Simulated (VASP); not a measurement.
Write the native input for VASP 6.6.1 that does the following.

- Task: electric field gradients
- Functional: PBE
- Potentials or basis: VASP PAW PBE potentials, release 64 (In_d, Sb)
- Cutoff: 520 eV
- k mesh: 4 × 4 × 4
- Occupations: fermi-dirac, width 0.05 eV
- Spin: no spin polarisation
- Dipole correction: no
- Further INCAR settings: ALGO = Normal; EDIFF = 1e-08; NBANDS = 16

The structure of InSb lies in POSCAR:

```
InSb
1.0
    0.0000000000      3.2391000000      3.2391000000
    3.2391000000      0.0000000000      3.2391000000
    3.2391000000      3.2391000000      0.0000000000
In Sb
1 1
Direct
    0.0000000000      0.0000000000      0.0000000000
    0.7500000000      0.7500000000      0.7500000000
```

One way to write it, as run:

INCAR

```
PREC = Accurate
ENCUT = 520
EDIFF = 1E-8
ISMEAR = -1
SIGMA = 0.05
LREAL = False
LASPH = True
NELM = 60
ALGO = Normal
ISIF = 2
LWAVE = False
LCHARG = False
GGA = PE
LEFG = True
NBANDS = 16
```

KPOINTS

```
Automatic mesh
0
Gamma
  4 4 4
```

Potentials or basis: VASP PAW PBE potentials, release 64 (In_d, Sb).

Run with:

```sh
$ cat potpaw_PBE.64/In_d/POTCAR potpaw_PBE.64/Sb/POTCAR > POTCAR
$ mpirun -np 1 vasp_std > vasp.out
```

It gave:

```yaml
Pressure: 3.7 GPa
Band_gap_on_the_k_mesh: zero (filled and empty bands touch)
```

Caveat: the k points lie up to 0.42 Å⁻¹ apart; without QUAD_EFG the Cq values of the log hold for a quadrupole moment of 1 mb, not for the nuclei; spin-orbit coupling is left out, which moves the levels of the heavy elements.

It took 14 s on 1 thread of Intel(R) Xeon(R) Platinum 8259CL CPU @ 2.50GHz (Skylake/Cascade Lake), on a shared host, peak memory 0.2 GiB.
